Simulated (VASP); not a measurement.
# AlN (I4/mmm) in VASP: notebook

The runs below take AlN through single point, with PBE.

All numbers are computed with VASP 6.6.1; they aren't measurements. Logs are shortened: lines on timing, memory, paths and dates and some standing lists are left out, and cuts for length are marked.

## Step 1: The cell of the first run

The structure is tetragonal, space group I4/mmm (No. 139). Conventional cell: a = 2.797 Å, b = 2.797 Å, c = 3.877 Å, α = 90.00°, β = 90.00°, γ = 90.00°. Within 2.6 Å of Al (site symmetry 4/mmm) lie 6 N at 1.94 to 1.98 Å. N (site symmetry 4/mmm) has 6 Al at 1.94 to 1.98 Å within 2.6 Å.

## Step 2: Single point, PBE (zz strain of -2 %)

Contents of INCAR:

```
  ALGO = Normal
  EDIFF = 1E-6
  ENCUT = 520
  GGA = PE
  ISIF = 2
  ISMEAR = -1
  LASPH = T
  LCHARG = F
  LREAL = F
  LWAVE = F
  NBANDS = 11
  NELM = 60
  PREC = Accurate
  SIGMA = 0.02
```

Contents of KPOINTS:

```
k-points
0
Gamma
  10 10 10
```

Contents of POSCAR:

```
AlN
1.0
    0.0000000000      1.9780000000      1.9384400000
    1.9780000000      0.0000000000      1.9384400000
    1.9780000000      1.9780000000      0.0000000000
Al N
1 1
Direct
    0.0000000000      0.0000000000      0.0000000000
    0.5000000000      0.5000000000      0.5000000000
```

Potentials or basis: VASP PAW PBE potentials, release 64 (Al, N).

Run with:

```sh
cat potpaw_PBE.64/Al/POTCAR potpaw_PBE.64/N/POTCAR > POTCAR
mpirun -np 1 vasp_std > vasp.out
```

OUTCAR:

```text
EDIFF = 1E-6
   ENCUT = 520
   GGA = PE
   ISIF = 2
   ISMEAR = -1
   LASPH = T
   LREAL = F
   NELM = 60
   PREC = Accurate

 ion  position               nearest neighbor table
   1  0.000  0.000  0.000-   2 1.94   2 1.94   2 1.98   2 1.98   2 1.98   2 1.98
   2  0.500  0.500  0.500-   1 1.94   1 1.94   1 1.98   1 1.98   1 1.98   1 1.98

  LATTYP: Found a body centered tetragonal cell.
 ALAT       =     2.7973144264
 C/A-ratio  =     1.3859292911

  Lattice vectors:

 A1 = (   0.0000000000,  -1.9780000000,  -1.9384400000)
 A2 = (   0.0000000000,   1.9780000000,  -1.9384400000)
 A3 = (   1.9780000000,   0.0000000000,   1.9384400000)

Analysis of symmetry for initial positions (statically):
=====================================================================
 Subroutine PRICEL returns:
 Original cell was already a primitive cell.

 Routine SETGRP: Setting up the symmetry group for a
 body centered tetragonal supercell.

 Subroutine GETGRP returns: Found 16 space group operations
 (whereof 16 operations were pure point group operations)
 out of a pool of 16 trial point group operations.

The static configuration has the point symmetry D_4h.

Analysis of symmetry for dynamics (positions and initial velocities):
=====================================================================
 Subroutine PRICEL returns:
 Original cell was already a primitive cell.

 Routine SETGRP: Setting up the symmetry group for a
 body centered tetragonal supercell.

 Subroutine GETGRP returns: Found 16 space group operations
 (whereof 16 operations were pure point group operations)
 out of a pool of 16 trial point group operations.

The dynamic configuration has the point symmetry D_4h.

 Subroutine INISYM returns: Found 16 space group operations
 (whereof 16 operations are pure point group operations),
 and found     1 'primitive' translations

----------------------------------------------------------------------------------------

                                     Primitive cell

  volume of cell :      15.1682

  direct lattice vectors                    reciprocal lattice vectors
     0.000000000  1.978000000  1.938440000    -0.252780586  0.252780586  0.257939374
     1.978000000  0.000000000  1.938440000     0.252780586 -0.252780586  0.257939374
     1.978000000  1.978000000  0.000000000     0.252780586  0.252780586 -0.257939374

  length of vectors
     2.769482557  2.769482557  2.797314426     0.440827370  0.440827370  0.440827370

  position of ions in fractional coordinates (direct lattice)
     0.000000000  0.000000000  0.000000000
     0.500000000  0.500000000  0.500000000

  ion indices of the primitive-cell ions
   primitive index   ion index
                 1           1
                 2           2

----------------------------------------------------------------------------------------

 KPOINTS: k-points

Automatic generation of k-mesh.
 Grid dimensions read from file:
 generate k-points for:   10   10   10

 Generating k-lattice:

  Cartesian coordinates                     Fractional coordinates (reciprocal lattice)
    -0.025278059  0.025278059  0.025793937     0.100000000  0.000000000  0.000000000
     0.025278059 -0.025278059  0.025793937     0.000000000  0.100000000  0.000000000
     0.025278059  0.025278059 -0.025793937    -0.000000000 -0.000000000  0.100000000

  Length of vectors
     0.044082737  0.044082737  0.044082737

  Shift w.r.t. Gamma in fractional coordinates (k-lattice)
     0.000000000  0.000000000  0.000000000

 Subroutine IBZKPT returns following result:
 ===========================================

 Found    102 irreducible k-points:

 Following reciprocal coordinates:
            Coordinates               Weight
  0.000000  0.000000  0.000000      1.000000
  0.100000  0.000000  0.000000      8.000000
  0.200000  0.000000  0.000000      8.000000
  0.300000 -0.000000  0.000000      8.000000
  0.400000  0.000000  0.000000      8.000000
  0.500000  0.000000  0.000000      4.000000
[... 16 lines left out ...]
  0.300000  0.300000  0.000000      2.000000
  0.400000  0.300000  0.000000      8.000000
 [... further k-points ...]
   k-points           NKPTS =    102   k-points in BZ     NKDIM =    102   number of bands    NBANDS=     11
   number of dos      NEDOS =    301   number of ions     NIONS =      2
   total plane-waves  NPLWV =  13824
   dimension x,y,z NGX =    24 NGY =   24 NGZ =   24
   dimension x,y,z NGXF=    48 NGYF=   48 NGZF=   48
   ions per type =               1   1
   NGX,Y,Z   is equivalent  to a cutoff of  14.41, 14.41, 14.26 a.u.
   NGXF,Y,Z  is equivalent  to a cutoff of  28.81, 28.81, 28.53 a.u.
 SYSTEM =  unknown system
   PREC   = accura    normal or accurate (medium, high low for compatibility)
   ISTART =      0    job   : 0-new  1-cont  2-samecut
   ICHARG =      2    charge: 1-file 2-atom 10-const
   ISPIN  =      1    spin polarized calculation?
   LNONCOLLINEAR =      F non collinear calculations
   LSORBIT =      F    spin-orbit coupling
   LASPH  =      T    aspherical Exc in radial PAW
   ENCUT  =  520.0 eV  38.22 Ry    6.18 a.u.   5.15  5.15  5.20*2*pi/ulx,y,z
   NELM   =     60;   NELMIN=  2; NELMDL= -5     # of ELM steps
   EDIFF  = 0.1E-05   stopping-criterion for ELM
   LREAL  =      F    real-space projection
   EDIFFG = 0.1E-04   stopping-criterion for IOM
   NSW    =      0    number of steps for IOM
   IBRION =     -1    ionic relax: 0-MD 1-quasi-New 2-CG
   NFREE  =      0    steps in history (QN), initial steepest desc. (CG)
   ISIF   =      2    stress and relaxation
   ISYM   =      2    0-nonsym 1-usesym 2-fastsym
   POTIM  = 0.5000    time-step for ionic-motion
   TEBEG  =    0.0;   TEEND  =   0.0 temperature during run
   PSTRESS=    0.0 pullay stress
   NELECT =       8.0000    total number of electrons
   NUPDOWN=      -1.0000    fix difference up-down
   EMIN   =  10.00;   EMAX   =-10.00  energy-range for DOS
   EFERMI =   0.00;   METHOD = LEGACY
   ISMEAR =    -1;   SIGMA  =   0.02  broadening in eV -4-tet -1-fermi 0-gaus
   EFERMI_NEDOS =   21; number of points for ismear=-14 and -15
   IALGO  =     38    algorithm
   IMIX   =      4    mixing-type and parameters
     AMIX     =   0.40;   BMIX     =  1.00
     AMIX_MAG =   1.60;   BMIX_MAG =  1.00
  volume/ion in A,a.u.               =       7.58        51.18
  Fermi-wavevector in a.u.,A,eV,Ry     =   1.322695  2.499532 23.803708  1.749523
  Thomas-Fermi vector in A             =   2.452358
   LORBIT       =      0    0 simple, 1 ext, 2 COOP (PROOUT), +10 PAW based schemes
   GGA     = PE    functional components
   LHFCALC =     F    Hartree Fock is set to
   AEXX    =    0.0000 exact exchange contribution
   IVDW    =     0    specifies the selected vdW correction
   LEPSILON=     F    determine dielectric tensor
   LRPA    =     F    only Hartree local field effects (RPA)
 non-spin polarized calculation
  energy-cutoff  :      520.00
  volume of cell :       15.17
 maximum number of plane-waves:       424
 NGX is ok and might be reduce to    24
   NGX = 11   NGY = 11   NGZ = 11

 number of electron       8.0000000 magnetization

 Free energy of the ion-electron system (eV)
  ---------------------------------------------------
  ext. energy  EPLUGINS =         0.00000000
  ---------------------------------------------------
  free energy    TOTEN  =       -14.38265804 eV

  energy without entropy =      -14.38265804  energy(sigma->0) =      -14.38265804

 E-fermi :  11.6137     XC(G=0): -12.6919

 val. band max:       11.1616733882   @ k =   0.0000   0.0000   0.0000
 cond. band min:      16.1221374363   @ k =   0.5000   0.5000   0.0000
 fundamental gap:      4.9604640480
 Fermi energy:        11.6137418155

 k-point     1 :       0.0000    0.0000    0.0000
  band No.  band energies     occupation
      1      -7.2430      2.00000
      2      11.0169      2.00000
      3      11.1617      2.00000
      4      11.1617      2.00000
      5      18.0742      0.00000
      6      23.4651      0.00000
      7      23.4651      0.00000
      8      23.7497      0.00000
      9      28.9398      0.00000
     10      29.1905      0.00000
     11      29.9119      0.00000

 k-point     2 :       0.1000    0.0000    0.0000
  band No.  band energies     occupation
      1      -7.0205      2.00000
      2      10.0787      2.00000
      3      10.9396      2.00000
      4      11.0071      2.00000
      5      18.6398      0.00000
      6      22.6634      0.00000
      7      23.8034      0.00000
      8      24.0056      0.00000
      9      27.9004      0.00000
     10      28.4803      0.00000
     11      30.4363      0.00000

 k-point     3 :       0.2000    0.0000    0.0000
  band No.  band energies     occupation
      1      -6.3720      2.00000
      2       7.8328      2.00000
      3      10.6180      2.00000
      4      10.6353      2.00000
      5      18.9912      0.00000
      6      22.4663      0.00000
      7      24.0934      0.00000
      8      24.4574      0.00000
      9      27.3788      0.00000
     10      27.6649      0.00000
     11      30.0628      0.00000

 k-point     4 :       0.3000   -0.0000    0.0000
  band No.  band energies     occupation
      1      -5.3705      2.00000
      2       5.3349      2.00000
      3      10.2276      2.00000
      4      10.2648      2.00000
      5      18.4349      0.00000
      6      23.4520      0.00000
      7      23.7881      0.00000
      8      23.9590      0.00000
      9      28.9254      0.00000
     10      28.9767      0.00000
     11      29.2206      0.00000

 k-point     5 :       0.4000    0.0000    0.0000
  band No.  band energies     occupation
      1      -4.2363      2.00000
      2       3.1991      2.00000
      3       9.9299      2.00000
      4      10.0052      2.00000
      5      17.9553      0.00000
      6      22.8143      0.00000
      7      23.3356      0.00000
      8      25.1500      0.00000
      9      28.4447      0.00000
     10      31.3373      0.00000
     11      31.3843      0.00000
[... 211 lines left out ...]
 k-point    21 :      -0.3000    0.2000    0.0000
  band No.  band energies     occupation
      1      -4.0364      2.00000
      2       4.4720      2.00000
      3       7.1623      2.00000
      4       9.7702      2.00000
      5      19.8423      0.00000
      6      21.8400      0.00000
      7      23.5966      0.00000
      8      24.1905      0.00000
      9      28.6354      0.00000
     10      31.2439      0.00000
     11      33.7240      0.00000

 k-point    22 :      -0.2000    0.2000    0.0000
  band No.  band energies     occupation
      1      -5.0739      2.00000
      2       6.0755      2.00000
      3       7.8566      2.00000
      4      10.2758      2.00000
      5      20.5890      0.00000
      6      21.5735      0.00000
      7      23.0305      0.00000
      8      24.4096      0.00000
      9      26.4675      0.00000
     10      31.1090      0.00000
     11      33.6220      0.00000

 k-point    23 :       0.3000    0.3000    0.0000
  band No.  band energies     occupation
      1      -4.7157      2.00000
      2       6.0683      2.00000
      3       8.8416      2.00000
      4       8.8416      2.00000
      5      17.6561      0.00000
      6      18.9165      0.00000
      7      24.0999      0.00000
      8      27.6563      0.00000
      9      27.6563      0.00000
     10      32.2501      0.00000
     11      36.6419      0.00000

 k-point    24 :       0.4000    0.3000    0.0000
  band No.  band energies     occupation
      1      -3.8595      2.00000
      2       4.9248      2.00000
      3       8.0326      2.00000
      4       8.5477      2.00000
      5      17.4802      0.00000
      6      18.5095      0.00000
      7      24.4782      0.00000
      8      27.6509      0.00000
      9      28.5793      0.00000
     10      33.7974      0.00000
     11      37.3441      0.00000

 [... further k-points ...]
[... 5 lines left out ...]
  --------------------------------------------------------------------------------------
  -------------------------------------------------------------------------------------
  Total        2.8002089      2.8002089      3.7110256      0.0000000     -0.0000000      0.0000000
  in kB      295.7781490    295.7781490    391.9851350      0.0000000     -0.0000000      0.0000000
  external PRESSURE =     327.8471444 kB  Pullay stress =       0.0000000 kB

 VOLUME and BASIS-vectors are now :
 -----------------------------------------------------------------------------
  energy-cutoff  :      520.00
  volume of cell :       15.17
      direct lattice vectors                 reciprocal lattice vectors
     0.000000000  1.978000000  1.938440000    -0.252780586  0.252780586  0.257939374
     1.978000000  0.000000000  1.938440000     0.252780586 -0.252780586  0.257939374
     1.978000000  1.978000000  0.000000000     0.252780586  0.252780586 -0.257939374

 POSITION                                       TOTAL-FORCE (eV/Angst)
 -----------------------------------------------------------------------------------
      0.00000      0.00000      0.00000         0.000000      0.000000     -0.000000
      1.97800      1.97800      1.93844        -0.000000      0.000000      0.000000
 -----------------------------------------------------------------------------------
    total drift:                               -0.000000     -0.000000      0.000000

  FREE ENERGIE OF THE ION-ELECTRON SYSTEM (eV)
  ---------------------------------------------------
  free  energy   TOTEN  =       -14.3826580413 eV

  energy  without entropy=      -14.3826580413  energy(sigma->0) =      -14.38265804
```

It took 15 s on 1 thread of AMD EPYC 7R13 (Zen 3), shared host; peak memory 0.11 GiB.

Results:

```
Free energy            : -14.3827 eV
Pressure               : 32.8 GPa
Band gap on the k mesh : 4.96 eV, indirect (least direct gap 6.91 eV)
```

Stress tensor (GPa, compression positive):
```
29.58  0.00  0.00
 0.00 29.58  0.00
 0.00  0.00 39.20
```

Levels at points of the mesh, in eV from the valence-band top:
| k point | band 2 | band 3 | band 4 | band 5 | band 6 | band 7 |
| --- | --- | --- | --- | --- | --- | --- |
| (0.00, 0.00, 0.00) | -0.14 | 0.00 | 0.00 | 6.91 | 12.30 | 12.30 |
| (0.50, 0.00, 0.00) | -8.92 | -1.34 | -1.25 | 6.63 | 11.42 | 11.94 |
| (0.50, 0.50, 0.00) | -7.95 | -3.18 | -3.18 | 4.96 | 5.29 | 15.25 |
| (0.50, 0.00, 0.50) | -8.06 | -3.15 | -2.89 | 5.17 | 5.49 | 15.00 |

Caveat: the cell differs from its parent crystal (zz strain of -2 %). A k mesh can miss the band edges.

## Step 3: Single point, PBE (zz strain of -3 %)

Contents of INCAR:

```
SYSTEM = AlN
PREC = Accurate
ENCUT = 520
EDIFF = 1E-6
ISMEAR = -1
SIGMA = 0.02
LREAL = .FALSE.
LASPH = .TRUE.
NELM = 60
ALGO = Normal
ISIF = 2
LWAVE = .FALSE.
LCHARG = .TRUE.
GGA = PE
LELF = .TRUE.
LVHAR = .TRUE.
NBANDS = 11
```

Contents of KPOINTS:

```
Automatic mesh
0
G
  10 10 10
  0 0 0
```

Contents of POSCAR:

```
AlN
1.0
    0.0000000000      1.9780000000      1.9186600000
    1.9780000000      0.0000000000      1.9186600000
    1.9780000000      1.9780000000      0.0000000000
Al N
1 1
Direct
    0.0000000000      0.0000000000      0.0000000000
    0.5000000000      0.5000000000      0.5000000000
```

Potentials or basis: VASP PAW PBE potentials, release 64 (Al, N).

Run with:

```sh
cat potpaw_PBE.64/Al/POTCAR potpaw_PBE.64/N/POTCAR > POTCAR
mpirun -np 1 vasp_std > vasp.out
```

It took 12 s on 1 thread of AMD EPYC 7R13 (Zen 3), shared host; peak memory 0.1 GiB.

The run converged. Its results:

```
Free energy            : -14.3408 eV
Pressure               : 37.0 GPa
Band gap on the k mesh : 4.84 eV, indirect (least direct gap 7.04 eV)
```

Stress tensor (GPa, compression positive):
```
31.88  0.00  0.00
 0.00 31.88  0.00
 0.00  0.00 47.37
```

Levels at points of the mesh, in eV from the valence-band top:
```csv
k point,band 2,band 3,band 4,band 5,band 6,band 7
"(0.00, 0.00, 0.00)",-0.22,0.00,0.00,7.04,12.27,12.27
"(0.50, 0.00, 0.00)",-9.01,-1.41,-1.28,6.65,11.36,12.17
"(0.50, 0.50, 0.00)",-8.00,-3.29,-3.29,4.84,5.31,15.45
"(0.50, 0.00, 0.50)",-8.17,-3.23,-2.84,5.17,5.62,15.06
```

Caveat: the cell differs from its parent crystal (zz strain of -3 %). A k mesh can miss the band edges.

## Step 4: Single point, PBE (equal xx and yy strain of -3 %)

Contents of INCAR:

```
PREC = Accurate
ENCUT = 520
EDIFF = 1E-6
ISMEAR = -1
SIGMA = 0.02
LREAL = F
LASPH = T
NELM = 100
ALGO = Normal
ISIF = 2
LWAVE = F
LCHARG = T
GGA = PE
LELF = T
LVHAR = T
NBANDS = 11
```

Contents of KPOINTS:

```
regular mesh
0
Gamma
  10 10 10
```

Contents of POSCAR:

```
AlN
1.0
    0.0000000000      1.9186600000      1.9780000000
    1.9186600000      0.0000000000      1.9780000000
    1.9186600000      1.9186600000      0.0000000000
Al N
1 1
Direct
    0.0000000000      0.0000000000      0.0000000000
    0.5000000000      0.5000000000      0.5000000000
```

Run with:

```sh
cat potpaw_PBE.64/Al/POTCAR potpaw_PBE.64/N/POTCAR > POTCAR
mpirun -np 1 vasp_std > vasp.out
```

It took 10 s on 1 thread of AMD EPYC 7R13 (Zen 3), shared host; peak memory 0.1 GiB.

Results (log left out):

```
Free energy            : -14.2198 eV
Pressure               : 49.6 GPa
Band gap on the k mesh : 4.83 eV, indirect (least direct gap 7.47 eV)
```

Stress tensor (GPa, compression positive):
```
55.12  0.00  0.00
 0.00 55.12  0.00
 0.00  0.00 38.54
```

Levels at points of the mesh, in eV from the valence-band top:
```
           k point  band 1  band 2  band 3  band 4  band 5  band 6  band 7  band 8
(0.00, 0.00, 0.00)  -18.89   -0.20   -0.20    0.00    7.47   12.15   12.60   12.60
(0.50, 0.00, 0.00)  -15.10   -9.28   -1.54   -1.39    6.80   11.62   12.33   15.05
(0.50, 0.50, 0.00)  -14.13   -8.51   -3.09   -3.09    5.15    6.01   15.28   19.44
(0.50, 0.00, 0.50)  -13.84   -8.34   -3.55   -3.15    4.83    5.67   15.66   18.55
```

Caveat: the cell differs from its parent crystal (equal xx and yy strain of -3 %).

## Step 5: Overview

| cell | gap on the mesh (eV) | pressure (GPa) |
| --- | --- | --- |
| a = 2.769, b = 2.769, c = 2.797 Å, angles 59.7, 59.7, 60.7°, 2 atoms | 4.96 | 32.8 |
| a = 2.756, b = 2.756, c = 2.797 Å, angles 59.5, 59.5, 61.0°, 2 atoms | 4.84 | 37.0 |
| a = 2.756, b = 2.756, c = 2.713 Å, angles 60.5, 60.5, 59.0°, 2 atoms | 4.83 | 49.6 |

Alike in all rows: task single point; level PBE; potentials or basis VASP PAW PBE potentials, release 64 (Al, N); no spin polarisation; k mesh 10 × 10 × 10; cutoff (eV) 520; smearing fermi-dirac 0.02 eV.

Total energies depend on the potentials used, so only differences within one code and one set of settings carry meaning.
